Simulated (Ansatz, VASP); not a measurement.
Two plane-wave programs on Ir

The input INCAR:

```
PREC = Accurate
ENCUT = 560
EDIFF = 1E-6
ISMEAR = 0
SIGMA = 0.1
LREAL = F
LASPH = T
NELM = 120
ALGO = Normal
ISIF = 2
LWAVE = F
LCHARG = F
GGA = PS
NBANDS = 14
GGA_COMPAT = F
```

File KPOINTS:

```
regular mesh
0
Gamma
  15 15 15
```

File POSCAR:

```
Ir
1.0
    2.6728587958      0.0000000000      0.0000000000
   -1.3364293979      2.3147636179      0.0000000000
    1.3364293979      0.7715878726      2.2260493450
Ir
1
Direct
    0.0000000000      0.0000000000      0.0000000000
```

Input for Ansatz:

```yaml
crystal:
  lattice:
    - [2.6728587958, 0.0, 0.0]
    - [-1.3364293979, 2.3147636179, 0.0]
    - [1.3364293979, 0.7715878726, 2.226049345]
  atoms:
    - { symbol: Ir, position: [0.0, 0.0, 0.0] }
basis:
  ecutwfc: 420
kpoints:
  mp_grid: { grid: [15, 15, 15] }
hamiltonian:
  xc: pbesol
scf:
  occupations: { method: gaussian, width: 0.1 }
output:
  forces: true
  stress: true
  eigenvalues: true
  write_density: true
  write_potential: true
  elf: true
  volumetric_format: npy
```

Change from the starting cell: band edges of the strained film's bulk.

Alike in both runs: task single point; functional PBEsol; k mesh 15 × 15 × 15; occupations gaussian, width 0.1 eV; no spin polarisation.

|  | VASP | Ansatz |
| --- | --- | --- |
| version | VASP 6.6.1 | Ansatz 0.2.0 |
| potentials or method | VASP PAW PBE potentials, release 64 (Ir_sv_GW), cutoff 560 eV | scalar-relativistic, plane waves, PAW |
| valence electrons in the cell | 17 | 17 |

Ansatz gave:

```
gap on the k mesh at the Fermi level (eV)                     : none
pressure (GPa)                                                : 8.2
traceless stress, the component that is largest in VASP (GPa) : -8.18
```

Question: What did VASP give for the same quantities?

Answer: gap on the k mesh at the Fermi level (eV): none; pressure (GPa): 6.2; traceless stress, the component that is largest in VASP (GPa): -8.16.

VASP's potentials were made for PBE, not for PBEsol. A gap of «none» marks a metal or a gap that the smearing closes.

Neither program's run includes spin-orbit coupling.
